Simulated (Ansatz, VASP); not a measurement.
# One calculation of Eu, two programs

```
CELL_PARAMETERS angstrom
3.49298 0.00000 0.00000
0.00000 3.49298 0.00000
0.00000 0.00000 3.49298
ATOMIC_POSITIONS crystal
Eu 0.00000 0.00000 0.00000
```

Alike in both runs: task single point; functional PBE; k mesh 11 × 11 × 11; occupations fermi-dirac, width 0.05 eV; non-collinear spin, spin-orbit coupling.

|  | VASP | Ansatz |
| --- | --- | --- |
| version | VASP 6.6.1 | Ansatz 0.2.0 |
| potentials or method | VASP PAW PBE potentials, release 64 (Eu), cutoff 520 eV | all-electron LAPW |

```tsv
	VASP	Ansatz	Ansatz less VASP
pressure (GPa)	-0.4	-0.1	+0.33
net moment per atom (μB)	7.14	7.13	-0.012
```

Ansatz ran all-electron here, and VASP with PAW potentials. Ansatz's warnings: stability check not made.
